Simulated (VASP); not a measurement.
**B5P: single point with PBE**

Crystal: B5P.

```
CELL_PARAMETERS angstrom
4.27935 0.00000 0.00000
0.00000 4.27935 0.00000
0.00000 0.00000 4.41582
ATOMIC_POSITIONS crystal
B 0.50000 0.50000 0.20927
B 0.50000 0.19456 0.45500
B 0.19456 0.50000 0.45500
B 0.50000 0.80544 0.45500
B 0.80544 0.50000 0.45500
P 0.50000 0.50000 0.78073
```

```json
{
 "Program": "VASP 6.6.1",
 "Task": "single point",
 "Functional": "PBE",
 "Potentials or basis": "VASP PAW PBE potentials, release 64 (B, P)",
 "Cutoff": "500 eV",
 "k mesh": "6 × 6 × 6",
 "Occupations": "gaussian, width 0.02 eV",
 "Spin": "no spin polarisation"
}
```

* Pressure: -0.1 GPa
* Largest force: 0.034 eV/Å
* Band gap on the k mesh: 0.87 eV (least direct gap 1.09 eV)

Forces in eV/Å, atoms in the order of the input:
```
B    0.000  0.000 -0.034
B    0.000 -0.012  0.015
B   -0.012  0.000  0.015
B    0.000  0.012  0.015
B    0.012  0.000  0.015
P    0.000  0.000 -0.024
```

Stress tensor (GPa, compression positive):
```
-0.02  0.00  0.00
 0.00 -0.02  0.00
 0.00  0.00 -0.20
```

Levels at points of the mesh, in eV from the valence-band top:
```tsv
k point	band 7	band 8	band 9	band 10	band 11	band 12	band 13	band 14
(0.00, 0.00, 0.00)	-5.22	-1.49	-1.49	-0.10	1.90	1.90	2.07	5.27
(0.50, 0.00, 0.00)	-3.27	-2.43	-2.11	-1.41	0.87	2.72	3.42	3.58
(0.50, 0.50, 0.00)	-3.18	-3.18	-2.31	-2.31	1.68	1.68	5.85	6.13
(0.00, 0.00, 0.50)	-3.51	-3.43	-3.43	0.00	1.09	2.48	3.87	4.03
(0.50, 0.00, 0.50)	-3.33	-3.23	-2.25	-2.00	2.12	3.03	3.03	5.28
(0.50, 0.50, 0.50)	-3.75	-2.88	-2.07	-2.07	2.52	4.52	5.32	5.32
```

It took 46 s on 1 thread of Intel Xeon 8259CL, with other jobs on the host, peak memory 0.19 GiB.

A k mesh can miss the band edges.
